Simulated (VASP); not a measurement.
# Cl (Cmce) in VASP: settings compared, part 2 of 2

VASP 6.6.1.

## Step 3: Single point, PBE

Contents of INCAR:

```
SYSTEM = Cl
ALGO = Normal
EDIFF = 1E-6
ENCUT = 520
GGA = PE
ISIF = 2
ISMEAR = -1
LASPH = .TRUE.
LCHARG = .TRUE.
LELF = .TRUE.
LREAL = .FALSE.
LVHAR = .TRUE.
LWAVE = .FALSE.
NBANDS = 22
NELM = 80
PREC = Accurate
SIGMA = 0.02
```

Contents of KPOINTS:

```
k-points
0
G
  8 8 4
  0 0 0
```

Contents of POSCAR:

```
Cl
1.0
    3.1252370394     -2.0072451632      0.0000000000
    3.1252370394      2.0072451632      0.0000000000
    0.0000000000      0.0000000000      8.1465600009
Cl
4
Direct
    0.8756350364      0.1243649636      0.6074783301
    0.1243649636      0.8756350364      0.3925216699
    0.6243649636      0.3756350364      0.1074783301
    0.3756350364      0.6243649636      0.8925216699
```

Potentials or basis: VASP PAW PBE potentials, release 64 (Cl).

On the command line:

```sh
$ cat potpaw_PBE.64/Cl/POTCAR > POTCAR
$ mpirun -np 1 vasp_std > vasp.out
```

Run time: 55 s. Hardware: 1 thread of Intel Xeon 6975P-C (Granite Rapids), shared host; peak memory 0.25 GiB.

Results (log left out):

* Free energy: -7.2390 eV
* Pressure: 1.8 GPa
* Largest force: 0.039 eV/Å
* Band gap on the k mesh: 2.25 eV

Forces in eV/Å, atoms in the order of the input:
```
Cl   0.000 -0.006  0.038
Cl   0.000  0.006 -0.038
Cl   0.000  0.006  0.038
Cl   0.000 -0.006 -0.038
```

Stress tensor (GPa, compression positive):
```
2.20 0.00 0.00
0.00 1.80 0.00
0.00 0.00 1.46
```

Levels at points of the mesh, in eV from the valence-band top:
```
           k point  band 12  band 13  band 14  band 15  band 16  band 17
(0.00, 0.00, 0.00)    -0.44    -0.11     0.00     2.25     3.22     7.06
(0.50, 0.00, 0.00)    -0.99    -0.31    -0.31     2.99     2.99     8.03
(0.50, 0.50, 0.00)    -1.21    -0.51    -0.27     2.33     2.97     8.29
(0.00, 0.00, 0.50)    -0.86    -0.05    -0.05     2.67     2.67     7.44
(0.50, 0.00, 0.50)    -0.70    -0.08    -0.08     2.66     2.66     8.33
(0.50, 0.50, 0.50)    -0.99    -0.90    -0.90     2.59     2.59     8.91
```

Caveat: this functional lacks dispersion, which holds the molecules together, so the pressure and a relaxed volume are unreliable. A k mesh can miss the band edges.

## Step 4: Single point, LDA

Contents of INCAR:

```
  ALGO = Normal
  EDIFF = 1E-6
  ENCUT = 520
  GGA = CA
  ISIF = 2
  ISMEAR = 0
  LASPH = T
  LCHARG = F
  LREAL = F
  LWAVE = F
  NBANDS = 22
  NELM = 100
  PREC = Accurate
  SIGMA = 0.01
```

Contents of KPOINTS:

```
k-points
0
Gamma
  8 8 4
```

POSCAR is that of step 3.

Potentials or basis: VASP PAW LDA potentials, release 64 (Cl).

On the command line:

```sh
$ cat potpaw_LDA.64/Cl/POTCAR > POTCAR
$ mpirun -np 1 vasp_std > vasp.out
```

Run time: 47 s. Hardware: 1 thread of Intel Xeon 6975P-C (Granite Rapids), shared host; peak memory 0.23 GiB.

The run converged. Its results:

```
Free energy            : -9.0266 eV
Pressure               : -2.0 GPa
Largest force          : 0.053 eV/Å
Band gap on the k mesh : 2.08 eV
```

Forces in eV/Å, atoms in the order of the input:
```
Cl   0.000 -0.052  0.005
Cl   0.000  0.052 -0.005
Cl   0.000  0.052  0.005
Cl   0.000 -0.052 -0.005
```

Stress tensor (GPa, compression positive):
```
-0.88  0.00  0.00
 0.00 -2.22  0.00
 0.00  0.00 -3.03
```

Levels at points of the mesh, in eV from the valence-band top:
```csv
k point,band 10,band 11,band 12,band 13,band 14,band 15,band 16,band 17,band 18,band 19
"(0.00, 0.00, 0.00)",-2.16,-1.02,-0.47,-0.11,0.00,2.08,3.09,6.55,6.75,8.11
"(0.50, 0.00, 0.00)",-2.63,-1.06,-1.06,-0.33,-0.33,2.87,2.87,7.60,7.60,9.92
"(0.50, 0.50, 0.00)",-2.81,-1.70,-1.27,-0.54,-0.28,2.16,2.83,7.90,7.96,8.54
"(0.00, 0.00, 0.50)",-2.22,-0.91,-0.91,-0.05,-0.05,2.50,2.50,6.98,6.98,9.01
"(0.50, 0.00, 0.50)",-2.68,-0.74,-0.74,-0.09,-0.09,2.51,2.51,7.91,7.91,9.35
"(0.50, 0.50, 0.50)",-2.78,-1.04,-1.04,-0.95,-0.95,2.42,2.42,8.52,8.52,9.47
```

A k mesh can miss the band edges.

## Step 5: Single point, r2SCAN

POSCAR is that of step 4.

Contents of INCAR.step1:

```
  ALGO = Normal
  EDIFF = 1E-4
  ENCUT = 520
  GGA = PE
  ISMEAR = 0
  LASPH = True
  LCHARG = False
  LREAL = False
  LWAVE = True
  NBANDS = 22
  NELM = 60
  PREC = Accurate
  SIGMA = 0.01
```

Contents of INCAR.step2:

```
  ALGO = Normal
  EDIFF = 1E-6
  ENCUT = 520
  ISIF = 2
  ISMEAR = 0
  ISTART = 1
  LASPH = True
  LCHARG = False
  LMIXTAU = True
  LREAL = False
  LWAVE = False
  METAGGA = R2SCAN
  NBANDS = 22
  NELM = 60
  PREC = Accurate
  SIGMA = 0.01
```

KPOINTS is that of step 4.

Potentials or basis: VASP PAW PBE potentials, release 64 (Cl).

On the command line:

```sh
$ cat potpaw_PBE.64/Cl/POTCAR > POTCAR
$ cp INCAR.step1 INCAR
$ mpirun -np 1 vasp_std > vasp.out
$ cp INCAR.step2 INCAR
$ mpirun -np 1 vasp_std > vasp.out
```

Run time: 3.3 min. Hardware: 1 thread of Intel Xeon 6975P-C (Granite Rapids), shared host; peak memory 0.27 GiB.

It converged, with:

```yaml
Free_energy: -24.5758 eV
Pressure: 0.3 GPa
Largest_force: 0.234 eV/Å
Band_gap_on_the_k_mesh: 2.60 eV
```

Forces on the atoms (eV/Å):
```
Cl   0.000 -0.116 -0.203
Cl   0.000  0.116  0.203
Cl   0.000  0.116 -0.203
Cl   0.000 -0.116  0.203
```

Stress tensor (GPa, compression positive):
```
 0.78  0.00  0.00
 0.00  0.42  0.00
 0.00  0.00 -0.37
```

Levels at points of the mesh, in eV from the valence-band top:
```
           k point  band 12  band 13  band 14  band 15  band 16  band 17
(0.00, 0.00, 0.00)    -0.44    -0.12     0.00     2.60     3.58     7.74
(0.50, 0.00, 0.00)    -0.99    -0.31    -0.31     3.33     3.33     8.61
(0.50, 0.50, 0.00)    -1.23    -0.51    -0.28     2.67     3.32     8.87
(0.00, 0.00, 0.50)    -0.86    -0.06    -0.06     3.03     3.03     8.09
(0.50, 0.00, 0.50)    -0.72    -0.07    -0.07     3.01     3.01     8.93
(0.50, 0.50, 0.50)    -1.00    -0.92    -0.92     2.93     2.93     9.49
```

Caveat: the PAW data sets were made with another functional, which shifts forces and pressure a little. A k mesh can miss the band edges.

## Step 6: Relaxation of cell and atoms, PBE+D3(BJ)

This run uses another cell than the first one, of 28.22 Å³/atom.

Contents of INCAR:

```
PREC = Accurate ; ENCUT = 600
EDIFF = 1E-6 ; ISMEAR = -1
SIGMA = 0.02 ; LREAL = F
LASPH = T ; NELM = 60
ALGO = Normal ; ISIF = 3
LWAVE = F ; LCHARG = F
GGA = PE ; IVDW = 12
IBRION = 2 ; NSW = 80
EDIFFG = -0.005
```

Contents of KPOINTS:

```
regular mesh
0
Gamma
  6 6 4
```

Contents of POSCAR:

```
Cl
1.0
    3.2642055900     -2.0574717550      0.0000000000
    3.2642055900      2.0574717550      0.0000000000
    0.0000000000      0.0000000000      8.4023954700
Cl
4
Direct
    0.8854753100      0.1145246900      0.6047529900
    0.1145246900      0.8854753100      0.3952470100
    0.6145246900      0.3854753100      0.1047529900
    0.3854753100      0.6145246900      0.8952470100
```

Potentials or basis: VASP PAW PBE potentials, release 64 (Cl).

On the command line:

```sh
$ cat potpaw_PBE.64/Cl/POTCAR > POTCAR
$ mpirun -np 1 vasp_std > vasp.out
```

It took 5.8 min on 1 thread of Intel Xeon 6975P-C (Granite Rapids), shared host; peak memory 0.29 GiB.

It converged, with:

| Item | Value |
| --- | --- |
| Free energy | -7.9615 eV |
| Relaxed volume | 27.34 Å³/atom |
| Relaxed cell | a = 3.872 Å, b = 3.872 Å, c = 8.146 Å, α = 90.00°, β = 90.00°, γ = 63.53° |
| Space group after relaxing (to 0.1 Å) | Cmce (No. 64) |
| Energy gained by relaxing | 3.4 meV/atom |
| Ionic steps | 16 |
| Pressure after relaxing | 0.0 GPa |
| Largest force after relaxing | 0.003 eV/Å |
| Band gap on the k mesh | 2.29 eV |
| Dispersion energy per atom | -0.162 eV |

Forces on the atoms (eV/Å):
```
Cl   0.000  0.002  0.003
Cl   0.000 -0.002 -0.003
Cl   0.000 -0.002  0.003
Cl   0.000  0.002 -0.003
```

Step by step:
```
step  energy change (eV)  largest force (eV/Å)  pressure (GPa)  volume (Å³)
   1              0.0000                0.2752            0.23       112.86
   2              0.0030                0.2597           -0.90       113.53
   3             -0.0034                0.0399           -0.26       113.14
   4             -0.0056                0.0389           -0.23       112.56
   5             -0.0104                0.0366           -0.09       110.84
   6             -0.0107                0.0618            0.30       107.43
   7             -0.0123                0.0478            0.10       109.10
   8             -0.0114                0.1338           -0.28       109.16
   9             -0.0125                0.0264           -0.02       109.12
  10             -0.0128                0.0260           -0.01       109.06
  11             -0.0134                0.0265           -0.01       108.90
  12             -0.0135                0.0289            0.00       108.84
  13             -0.0129                0.0989            0.26       108.82
  14             -0.0135                0.0125            0.06       108.84
  15             -0.0137                0.0064            0.02       109.13
  16             -0.0138                0.0033            0.00       109.35
```

Final structure:
```cif
data_structure
_symmetry_space_group_name_H-M 'P 1'
_symmetry_Int_Tables_number 1
_cell_length_a 3.8724
_cell_length_b 3.8724
_cell_length_c 8.1462
_cell_angle_alpha 90.000
_cell_angle_beta 90.000
_cell_angle_gamma 63.532
_cell_volume 109.35
loop_
_atom_site_label
_atom_site_type_symbol
_atom_site_fract_x
_atom_site_fract_y
_atom_site_fract_z
_atom_site_occupancy
Cl1 Cl 0.87791 0.12209 0.60778 1
Cl2 Cl 0.12209 0.87791 0.39222 1
Cl3 Cl 0.62209 0.37791 0.10778 1
Cl4 Cl 0.37791 0.62209 0.89222 1
```

Levels at points of the mesh, in eV from the valence-band top:
```tsv
k point	band 12	band 13	band 14	band 15	band 16	band 17
(0.00, 0.00, 0.00)	-0.37	-0.19	0.00	2.29	3.18	6.80
(0.50, 0.00, 0.00)	-0.86	-0.33	-0.33	3.00	3.00	8.00
(0.50, 0.50, 0.00)	-1.12	-0.41	-0.17	2.37	3.00	8.38
(0.00, 0.00, 0.50)	-0.80	-0.09	-0.09	2.66	2.66	7.25
(0.50, 0.00, 0.50)	-0.60	-0.10	-0.10	2.70	2.70	8.28
(0.50, 0.50, 0.50)	-0.89	-0.75	-0.75	2.63	2.63	9.01
```

A k mesh can miss the band edges.

## Step 7: Overview

```csv
task,level,potentials or basis,cell,k mesh,cutoff (eV),smearing,gap on the mesh (eV),pressure (GPa),largest force (eV/Å)
single point,r2SCAN+rVV10,"VASP PAW PBE potentials, release 64 (Cl)","a = 3.714, b = 3.714, c = 8.147 Å, angles 90.0, 90.0, 65.4°, 4 atoms, atomic positions A",6 × 6 × 4,520,fermi-dirac 0.02 eV,2.58,-0.4,0.18
single point,PBE,"VASP PAW PBE potentials, release 64 (Cl)","a = 3.714, b = 3.714, c = 8.147 Å, angles 90.0, 90.0, 65.4°, 4 atoms, atomic positions A",8 × 8 × 4,520,fermi-dirac 0.02 eV,2.25,1.8,0.04
single point,LDA,"VASP PAW LDA potentials, release 64 (Cl)","a = 3.714, b = 3.714, c = 8.147 Å, angles 90.0, 90.0, 65.4°, 4 atoms, atomic positions A",8 × 8 × 4,520,gaussian 0.01 eV,2.08,-2.0,0.05
single point,r2SCAN,"VASP PAW PBE potentials, release 64 (Cl)","a = 3.714, b = 3.714, c = 8.147 Å, angles 90.0, 90.0, 65.4°, 4 atoms, atomic positions A",8 × 8 × 4,520,gaussian 0.01 eV,2.60,0.3,0.23
relaxation of cell and atoms,PBE+D3(BJ),"VASP PAW PBE potentials, release 64 (Cl)","relaxed from a = 3.859, b = 3.859, c = 8.402 Å, angles 90.0, 90.0, 64.4°, 4 atoms, atomic positions B",6 × 6 × 4,600,fermi-dirac 0.02 eV,2.29,0.0,-
```

Alike in all rows: no spin polarisation.

Caveats: the PAW data sets were made with another functional, which shifts forces and pressure a little (at least some runs); this functional lacks dispersion, which holds the molecules together, so the pressure and a relaxed volume are unreliable (at least some runs).

Absolute energies hang on the potentials; compare differences alone.
